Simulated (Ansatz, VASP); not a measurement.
**Two plane-wave programs on LaS3**

```
CELL_PARAMETERS angstrom
4.06046 0.00000 0.00000
-2.03023 3.51646 0.00000
0.00000 0.00000 8.48279
ATOMIC_POSITIONS crystal
La 0.00000 0.00000 0.00000
S 0.00000 0.00000 0.78431
S 0.00000 0.00000 0.21569
S 0.00000 0.00000 0.50000
```

Alike in both runs: task single point; functional PBE; k mesh 6 × 6 × 2; occupations gaussian, width 0.1 eV; no spin polarisation.

|  | VASP | Ansatz |
| --- | --- | --- |
| version | VASP 6.6.1 | Ansatz 0.2.0 |
| potentials or method | VASP PAW PBE potentials, release 64 (La, S), cutoff 500 eV | scalar-relativistic, plane waves, PAW |
| valence electrons in the cell | 29 | 29 |

|  | VASP | Ansatz | Ansatz less VASP |
| --- | --- | --- | --- |
| gap on the k mesh at the Fermi level (eV) | none | none | - |
| rms of the force components (eV/Å) | 10.514 | 10.765 | +0.2515 |

Atom by atom the forces differ by 0.252 eV/Å (rms over components). A gap of «none» marks a metal or a gap that the smearing closes.

The k mesh is coarse, so the values compare programs but aren't converged. Neither program's run includes spin-orbit coupling.
